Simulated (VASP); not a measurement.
Al2Co:

```
Al Co
1.0
     0.00000    3.43272    3.43272
     3.43272    0.00000    3.43272
     3.43272    3.43272    0.00000
Al Co
4 2
Direct
  0.62500 0.62500 0.62500
  0.12500 0.62500 0.62500
  0.62500 0.62500 0.12500
  0.62500 0.12500 0.62500
  0.00000 0.00000 0.00000
  0.25000 0.25000 0.25000
```

* Program: VASP 6.6.1
* Task: relaxation of cell and atoms
* Functional: PBE
* Potentials or basis: VASP PAW PBE potentials, release 64 (Al, Co_sv)
* Cutoff: 690 eV
* k mesh: 4 × 4 × 4
* Occupations: gaussian, width 0.1 eV
* Spin: no spin polarisation

At the start: pressure 4.1 GPa; volume 13.48 Å³/atom.

Task: Where does the relaxation end?

Result: Over 3 steps the energy falls by 5.4 meV/atom and the volume is 13.92 Å³/atom (+3.3 %); space group Fd-3m (No. 227, to 0.1 Å) before and after.

The path:
| step | energy change (eV) | largest force (eV/Å) | pressure (GPa) | volume (Å³) |
| --- | --- | --- | --- | --- |
| 1 | 0.0000 | 0.0000 | 4.09 | 80.90 |
| 2 | -0.0234 | 0.0000 | -1.99 | 85.00 |
| 3 | -0.0326 | 0.0000 | 0.03 | 83.53 |

Final structure:
```
CELL_PARAMETERS angstrom
0.00000 3.46957 3.46957
3.46957 0.00000 3.46957
3.46957 3.46957 0.00000
ATOMIC_POSITIONS crystal
Al 0.62500 0.62500 0.62500
Al 0.12500 0.62500 0.62500
Al 0.62500 0.62500 0.12500
Al 0.62500 0.12500 0.62500
Co 0.00000 0.00000 0.00000
Co 0.25000 0.25000 0.25000
```

Caveat: the k points lie up to 0.39 Å⁻¹ apart in the final cell, too coarse for converged energies and pressures of a metal; the run has no spin polarisation, though such a crystal can be magnetic.
